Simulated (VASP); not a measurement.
Write the native input for VASP 6.6.1 that does the following.

* Task: single point
* Functional: PBEsol
* Potentials or basis: VASP PAW PBE potentials, release 64 (Al, Ga_d, Sb)
* Cutoff: 520 eV
* k mesh: 12 × 12 × 4
* Occupations: gaussian, width 0.02 eV
* Spin: no spin polarisation
* Dipole correction: no
* Further INCAR settings: ALGO = Normal; EDIFF = 1e-07; NBANDS = 26

The structure of Al2GaSb3 lies in POSCAR:

```
Al2GaSb3
1.0
    4.3996576291      0.0000000000      0.0000000000
   -2.1998288146      3.8102152748      0.0000000000
    0.0000000000      0.0000000000     10.7746777000
Al Ga Sb
2 1 3
Direct
    0.0000000000      0.0000000000      0.2498730000
    0.6666666667      0.3333333333      0.5838520000
    0.3333333333      0.6666666667      0.9164620000
    0.0000000000      0.0000000000      0.9997540000
    0.6666666667      0.3333333333      0.3333150000
    0.3333333333      0.6666666667      0.6667430000
```

One way to write it, as run:

INCAR

```
SYSTEM = Al2GaSb3
ALGO = Normal
EDIFF = 1E-7
ENCUT = 520
GGA = PS
ISIF = 2
ISMEAR = 0
LASPH = .TRUE.
LCHARG = .FALSE.
LREAL = .FALSE.
LWAVE = .FALSE.
NBANDS = 26
NELM = 60
PREC = Accurate
SIGMA = 0.02
```

KPOINTS

```
k-points
0
G
  12 12 4
  0 0 0
```

Potentials or basis: VASP PAW PBE potentials, release 64 (Al, Ga_d, Sb).

The run is started by

```sh
$ cat potpaw_PBE.64/Al/POTCAR potpaw_PBE.64/Ga_d/POTCAR potpaw_PBE.64/Sb/POTCAR > POTCAR
$ mpirun -np 1 vasp_std > vasp.out
```

Results of the run:

```
Pressure               : -1.7 GPa
Largest force          : 0.078 eV/Å
Band gap on the k mesh : 0.34 eV, direct
```

Caveat: the PAW data sets were made with another functional, which shifts forces and pressure a little; spin-orbit coupling is left out, which moves the levels of the heavy elements.

Wall time 3.4 min on 1 thread of Intel(R) Xeon(R) Platinum 8488C (Sapphire Rapids) (shared host), peak memory 0.52 GiB.
